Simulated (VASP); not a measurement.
# AgI (F-43m) in VASP: notebook

The runs below take AgI through relaxation of cell and atoms, with r2SCAN.

Program: VASP 6.6.1. These are calculated values, not measurements. Logs are shortened: lines on timing, memory, paths and dates and some standing lists are left out, and cuts for length are marked.

### 1 The cell of the first run

The structure is cubic, space group F-43m (No. 216). The conventional cell has a = 6.577 Å, b = 6.577 Å, c = 6.577 Å, α = 90.00°, β = 90.00°, γ = 90.00°. Ag (site symmetry -43m) has 4 I at 2.85 Å within 3.8 Å. Within 3.8 Å of I (site symmetry -43m) lie 4 Ag at 2.85 Å.

### 2 Relaxation of cell and atoms, r2SCAN, target pressure 7 GPa, at which the enthalpy is minimised

POSCAR reads:

```
AgI
1.0
    3.2886582602      3.2886582602      0.0000000000
   -3.2886582602      3.2886582602      0.0000000000
    0.0000000000      3.2886582602      3.2886582602
Ag I
1 1
Direct
    0.0000000000      0.0000000000      0.0000000000
    0.7500000000      0.2500000000      0.5000000000
```

INCAR.step1 reads:

```
ALGO     = Normal         # electronic algorithm
EDIFF    = 1E-5           # SCF threshold, eV
EDIFFG   = -0.005         # ionic threshold
ENCUT    = 550            # plane-wave cutoff, eV
GGA      = PE             # functional
GGA_COMPAT= F            
IBRION   = 2              # ionic algorithm
ISIF     = 3              # what is computed and relaxed
ISMEAR   = 0              # smearing method
LASPH    = T              # aspherical terms in the spheres
LCHARG   = F              # write CHGCAR
LREAL    = F              # projectors in reciprocal space
LWAVE    = T              # write WAVECAR
NELM     = 120            # most SCF steps
NELMIN   = 4            
NSW      = 100            # ionic steps
PREC     = Accurate       # precision mode
SIGMA    = 0.01           # smearing width, eV
```

INCAR.step2 reads:

```
ALGO     = Normal         # electronic algorithm
EDIFF    = 1E-7           # SCF threshold, eV
EDIFFG   = -0.002         # ionic threshold
ENCUT    = 550            # plane-wave cutoff, eV
GGA_COMPAT= F            
IBRION   = 2              # ionic algorithm
ISIF     = 3              # what is computed and relaxed
ISMEAR   = 0              # smearing method
ISTART   = 1            
LASPH    = T              # aspherical terms in the spheres
LCHARG   = F              # write CHGCAR
LMIXTAU  = T            
LREAL    = F              # projectors in reciprocal space
LWAVE    = F              # write WAVECAR
METAGGA  = R2SCAN         # meta-GGA
NELM     = 120            # most SCF steps
NELMIN   = 4            
NSW      = 100            # ionic steps
PREC     = Accurate       # precision mode
PSTRESS  = 70.0         
SIGMA    = 0.01           # smearing width, eV
```

KPOINTS reads:

```
k-points
0
Gamma
  6 6 6
```

Potentials or basis: VASP PAW PBE potentials, release 64 (Ag, I).

Launch:

```console
$ cat potpaw_PBE.64/Ag/POTCAR potpaw_PBE.64/I/POTCAR > POTCAR
$ cp INCAR.step1 INCAR
$ mpirun -np 1 vasp_std > vasp.out
$ cp INCAR.step2 INCAR
$ mpirun -np 1 vasp_std > vasp.out
```

OUTCAR:

```text
EDIFF = 1E-7
   EDIFFG = -0.002
   ENCUT = 550
   IBRION = 2
   ISIF = 3
   ISMEAR = 0
   ISTART = 1
   LASPH = T
   LREAL = F
   METAGGA = R2SCAN
   NELM = 120
   NELMIN = 4
   NSW = 100
   PREC = Accurate
   PSTRESS = 70.0

 ion  position               nearest neighbor table
   1  0.000  0.000  0.000-   2 2.85   2 2.85   2 2.85   2 2.85
   2  0.750  0.250  0.500-   1 2.85   1 2.85   1 2.85   1 2.85

  LATTYP: Found a face centered cubic cell.
 ALAT       =     6.5773165204

  Lattice vectors:

 A1 = (   0.0000000000,   3.2886582602,   3.2886582602)
 A2 = (   3.2886582602,   0.0000000000,   3.2886582602)
 A3 = (   3.2886582602,   3.2886582602,   0.0000000000)

Analysis of symmetry for initial positions (statically):
=====================================================================
 Subroutine PRICEL returns:
 Original cell was already a primitive cell.

 Routine SETGRP: Setting up the symmetry group for a
 face centered cubic supercell.

 Subroutine GETGRP returns: Found 24 space group operations
 (whereof 24 operations were pure point group operations)
 out of a pool of 48 trial point group operations.

The static configuration has the point symmetry T_d .

Analysis of symmetry for dynamics (positions and initial velocities):
=====================================================================
 Subroutine PRICEL returns:
 Original cell was already a primitive cell.

 Routine SETGRP: Setting up the symmetry group for a
 face centered cubic supercell.

 Subroutine GETGRP returns: Found 24 space group operations
 (whereof 24 operations were pure point group operations)
 out of a pool of 48 trial point group operations.

The dynamic configuration has the point symmetry T_d .

 Subroutine INISYM returns: Found 24 space group operations
 (whereof 24 operations are pure point group operations),
 and found     1 'primitive' translations

----------------------------------------------------------------------------------------

                                     Primitive cell

  volume of cell :      71.1355

  direct lattice vectors                    reciprocal lattice vectors
     3.288658260  3.288658260  0.000000000     0.152037688  0.152037688 -0.152037688
    -3.288658260  3.288658260  0.000000000    -0.152037688  0.152037688 -0.152037688
     0.000000000  3.288658260  3.288658260     0.000000000  0.000000000  0.304075377

  length of vectors
     4.650865114  4.650865114  4.650865114     0.263337001  0.263337001  0.304075377

  position of ions in fractional coordinates (direct lattice)
     0.000000000  0.000000000  0.000000000
     0.750000000  0.250000000  0.500000000

  ion indices of the primitive-cell ions
   primitive index   ion index
                 1           1
                 2           2

----------------------------------------------------------------------------------------

 KPOINTS: k-points

Automatic generation of k-mesh.
 Grid dimensions read from file:
 generate k-points for:    6    6    6

 Generating k-lattice:

  Cartesian coordinates                     Fractional coordinates (reciprocal lattice)
     0.025339615  0.025339615 -0.025339615     0.166666667  0.000000000  0.000000000
    -0.025339615  0.025339615 -0.025339615     0.000000000  0.166666667  0.000000000
     0.000000000  0.000000000  0.050679229     0.000000000  0.000000000  0.166666667

  Length of vectors
     0.043889500  0.043889500  0.050679229

  Shift w.r.t. Gamma in fractional coordinates (k-lattice)
     0.000000000  0.000000000  0.000000000

 Subroutine IBZKPT returns following result:
 ===========================================

 Found     16 irreducible k-points:

 Following reciprocal coordinates:
            Coordinates               Weight
  0.000000  0.000000  0.000000      1.000000
  0.166667  0.000000  0.000000      8.000000
  0.333333  0.000000  0.000000      8.000000
  0.500000  0.000000  0.000000      4.000000
  0.166667  0.166667  0.000000     12.000000
  0.333333  0.166667  0.000000     24.000000
[... 8 lines left out ...]
  0.500000  0.333333  0.166667     24.000000
  0.500000  0.500000  0.166667     12.000000
   k-points           NKPTS =     16   k-points in BZ     NKDIM =     16   number of bands    NBANDS=     13
   number of dos      NEDOS =    301   number of ions     NIONS =      2
   total plane-waves  NPLWV =  46656
   dimension x,y,z NGX =    36 NGY =   36 NGZ =   36
   dimension x,y,z NGXF=    72 NGYF=   72 NGZF=   72
   ions per type =               1   1
   NGX,Y,Z   is equivalent  to a cutoff of  12.87, 12.87, 12.87 a.u.
   NGXF,Y,Z  is equivalent  to a cutoff of  25.74, 25.74, 25.74 a.u.
 SYSTEM =  unknown system
   PREC   = accura    normal or accurate (medium, high low for compatibility)
   ISTART =      1    job   : 0-new  1-cont  2-samecut
   ICHARG =      0    charge: 1-file 2-atom 10-const
   ISPIN  =      1    spin polarized calculation?
   LNONCOLLINEAR =      F non collinear calculations
   LSORBIT =      F    spin-orbit coupling
   LASPH  =      T    aspherical Exc in radial PAW
   ENCUT  =  550.0 eV  40.42 Ry    6.36 a.u.   8.89  8.89  8.89*2*pi/ulx,y,z
   NELM   =    120;   NELMIN=  4; NELMDL=  0     # of ELM steps
   EDIFF  = 0.1E-06   stopping-criterion for ELM
   LREAL  =      F    real-space projection
   EDIFFG = -.2E-02   stopping-criterion for IOM
   NSW    =    100    number of steps for IOM
   IBRION =      2    ionic relax: 0-MD 1-quasi-New 2-CG
   NFREE  =      1    steps in history (QN), initial steepest desc. (CG)
   ISIF   =      3    stress and relaxation
   ISYM   =      2    0-nonsym 1-usesym 2-fastsym
   POTIM  = 0.5000    time-step for ionic-motion
   TEBEG  =    0.0;   TEEND  =   0.0 temperature during run
   PSTRESS=   70.0 pullay stress
   NELECT =      18.0000    total number of electrons
   NUPDOWN=      -1.0000    fix difference up-down
   EMIN   =  10.00;   EMAX   =-10.00  energy-range for DOS
   EFERMI =   0.00;   METHOD = LEGACY
   ISMEAR =     0;   SIGMA  =   0.01  broadening in eV -4-tet -1-fermi 0-gaus
   EFERMI_NEDOS =   21; number of points for ismear=-14 and -15
   IALGO  =     38    algorithm
   IMIX   =      4    mixing-type and parameters
     AMIX     =   0.40;   BMIX     =  1.00
     AMIX_MAG =   1.60;   BMIX_MAG =  1.00
  volume/ion in A,a.u.               =      35.57       240.02
  Fermi-wavevector in a.u.,A,eV,Ry     =   1.035469  1.956752 14.588101  1.072195
  Thomas-Fermi vector in A             =   2.169813
   LORBIT       =      0    0 simple, 1 ext, 2 COOP (PROOUT), +10 PAW based schemes
   METAGGA = R2SCAN    functional components
   LHFCALC =     F    Hartree Fock is set to
   AEXX    =    0.0000 exact exchange contribution
   IVDW    =     0    specifies the selected vdW correction
   LEPSILON=     F    determine dielectric tensor
   LRPA    =     F    only Hartree local field effects (RPA)
 conjugate gradient relaxation of ions
 non-spin polarized calculation
 Gauss-broadening in eV      SIGMA  =   0.01
  energy-cutoff  :      550.00
  volume of cell :       71.14
 maximum number of plane-waves:      2100
   NGX = 17   NGY = 17   NGZ = 17

--------------------------------------- Ionic step        1  -------------------------------------------

 number of electron      18.0000002 magnetization

 Free energy of the ion-electron system (eV)
  ---------------------------------------------------
  ext. energy  EPLUGINS =         0.00000000
  ---------------------------------------------------
  free energy    TOTEN  =       -46.52520331 eV

  energy without entropy =      -46.52520331  energy(sigma->0) =      -46.52520331

------------------------ aborting loop because EDIFF is reached ----------------------------------------

  FORCE on cell =-STRESS in cart. coord.  units (eV):
  Direction    XX          YY          ZZ          XY          YZ          ZX
  --------------------------------------------------------------------------------------
  -------------------------------------------------------------------------------------
  Total       -0.0502444     -0.0502444     -0.0502444      0.0000000      0.0000000      0.0000000
  in kB       -1.1316501     -1.1316501     -1.1316501      0.0000000      0.0000000      0.0000000
  external PRESSURE =     -71.1316501 kB  Pullay stress =      70.0000000 kB

 VOLUME and BASIS-vectors are now :
 -----------------------------------------------------------------------------
  energy-cutoff  :      550.00
  volume of cell :       71.14
      direct lattice vectors                 reciprocal lattice vectors
     3.288658260  3.288658260  0.000000000     0.152037688  0.152037688 -0.152037688
    -3.288658260  3.288658260  0.000000000    -0.152037688  0.152037688 -0.152037688
     0.000000000  3.288658260  3.288658260     0.000000000  0.000000000  0.304075377
[... 8 lines left out ...]
  FREE ENERGIE OF THE ION-ELECTRON SYSTEM (eV)
  ---------------------------------------------------
  free  energy   TOTEN  =       -46.5252033088 eV

  energy  without entropy=      -46.5252033088  energy(sigma->0) =      -46.52520331

  enthalpy is  TOTEN    =       -43.4172556796 eV   P V=        3.1079476293

--------------------------------------- Ionic step        2  -------------------------------------------

 number of electron      18.0000000 magnetization

 E-fermi :   5.4753     XC(G=0):  -9.9641

 val. band max:        5.4294791136   @ k =   0.0000   0.0000   0.0000
 cond. band min:       7.2533663361   @ k =   0.0000   0.0000   0.0000
 fundamental gap:      1.8238872225
 Fermi energy:         5.4752615388

 k-point     1 :       0.0000    0.0000    0.0000
  band No.  band energies     occupation
      1      -9.1413      2.00000
      2      -0.3775      2.00000
      3      -0.3775      2.00000
      4      -0.3775      2.00000
      5       1.2163      2.00000
      6       1.2163      2.00000
      7       5.4295      2.00000
      8       5.4295      2.00000
      9       5.4295      2.00000
     10       7.2534      0.00000
     11      11.2038      0.00000
     12      11.2038      0.00000
     13      11.2038      0.00000

 k-point     2 :       0.1667    0.0000    0.0000
  band No.  band energies     occupation
      1      -9.0209      2.00000
      2      -0.4330      2.00000
      3      -0.3125      2.00000
      4      -0.3125      2.00000
      5       1.2064      2.00000
      6       1.2064      2.00000
      7       4.0810      2.00000
      8       5.1431      2.00000
      9       5.1431      2.00000
     10       8.2026      0.00000
     11      11.0676      0.00000
[... 367 lines left out ...]
  FREE ENERGIE OF THE ION-ELECTRON SYSTEM (eV)
  ---------------------------------------------------
  free  energy   TOTEN  =       -46.3390939395 eV

  energy  without entropy=      -46.3390939395  energy(sigma->0) =      -46.33909394

  enthalpy is  TOTEN    =       -43.6884817780 eV   P V=        2.6506121615

--------------------------------------- Ionic step        6  -------------------------------------------

 number of electron      18.0000000 magnetization

 Free energy of the ion-electron system (eV)
  ---------------------------------------------------
  ext. energy  EPLUGINS =         0.00000000
  ---------------------------------------------------
  free energy    TOTEN  =       -46.33462640 eV

  energy without entropy =      -46.33462640  energy(sigma->0) =      -46.33462640

 E-fermi :   4.4980     XC(G=0):  -9.5626

 val. band max:        4.3792774638   @ k =   0.0000   0.0000   0.0000
 cond. band min:       6.1834711165   @ k =   0.0000   0.0000   0.0000
 fundamental gap:      1.8041936527
 Fermi energy:         4.4980087628

 k-point     1 :       0.0000    0.0000    0.0000
  band No.  band energies     occupation
      1      -9.6223      2.00000
      2      -0.8131      2.00000
      3      -0.8131      2.00000
      4      -0.8131      2.00000
      5       0.6446      2.00000
      6       0.6446      2.00000
      7       4.3793      2.00000
      8       4.3793      2.00000
      9       4.3793      2.00000
     10       6.1835      0.00000
     11      10.3470      0.00000
     12      10.3470      0.00000
     13      10.3470      0.00000

 k-point     2 :       0.1667    0.0000    0.0000
  band No.  band energies     occupation
      1      -9.5224      2.00000
      2      -0.8597      2.00000
      3      -0.7551      2.00000
      4      -0.7551      2.00000
      5       0.6369      2.00000
      6       0.6369      2.00000
      7       3.1795      2.00000
      8       4.1353      2.00000
      9       4.1353      2.00000
     10       7.1078      0.00000
     11      10.1296      0.00000
[... 246 lines left out ...]
 POSITION                                       TOTAL-FORCE (eV/Angst)
 -----------------------------------------------------------------------------------
      3.11695      3.11695      0.00000         0.000000     -0.000000      0.000000
      1.55848      4.67543      1.55848        -0.000000      0.000000      0.000000
 -----------------------------------------------------------------------------------
    total drift:                                0.000000     -0.000000     -0.000000

  FREE ENERGIE OF THE ION-ELECTRON SYSTEM (eV)
  ---------------------------------------------------
  free  energy   TOTEN  =       -46.3346264015 eV

  energy  without entropy=      -46.3346264015  energy(sigma->0) =      -46.33462640

  enthalpy is  TOTEN    =       -43.6885157388 eV   P V=        2.6461106626

 reached required accuracy - stopping structural energy minimisation
```

It took 9.2 min on 1 thread of AMD EPYC 7R43 (Zen 3), shared host; peak memory 0.2 GiB.

Results:

```yaml
Free_energy: -46.3346 eV
Relaxed_volume: 30.28 Å³/atom
Relaxed_cell: a = 4.408 Å, b = 4.408 Å, c = 4.408 Å, α = 60.00°, β = 60.00°, γ = 90.00°
Space_group_after_relaxing_to_0.1_Å: F-43m (No. 216)
Energy_change_on_relaxing_the_run_minimises_the_enthalpy: +95.3 meV/atom
Ionic_steps: 6
Pressure_after_relaxing: 7.0 GPa
Band_gap_on_the_k_mesh: 1.80 eV
```

The path:
```
step  energy change (eV)  largest force (eV/Å)  pressure (GPa)  volume (Å³)
   1              0.0000                0.0000           -0.11        71.14
   2              0.4617                0.0000           12.79        56.09
   3              0.1886                0.0000            6.96        60.61
   4              0.1973                0.0000            7.17        60.41
   5              0.1861                0.0000            6.90        60.67
   6              0.1906                0.0000            7.01        60.56
```

Final structure:
```
CELL_PARAMETERS angstrom
3.11695 3.11695 0.00000
-3.11695 3.11695 0.00000
0.00000 3.11695 3.11695
ATOMIC_POSITIONS crystal
Ag 0.00000 0.00000 0.00000
I 0.75000 0.25000 0.50000
```

Caveat: the cell is relaxed towards a set pressure, so the run minimises the enthalpy, not the energy; the PAW data sets were made with another functional, which shifts forces and pressure a little; spin-orbit coupling is left out, which moves the levels of the heavy elements.

[end of part 1 of 2]
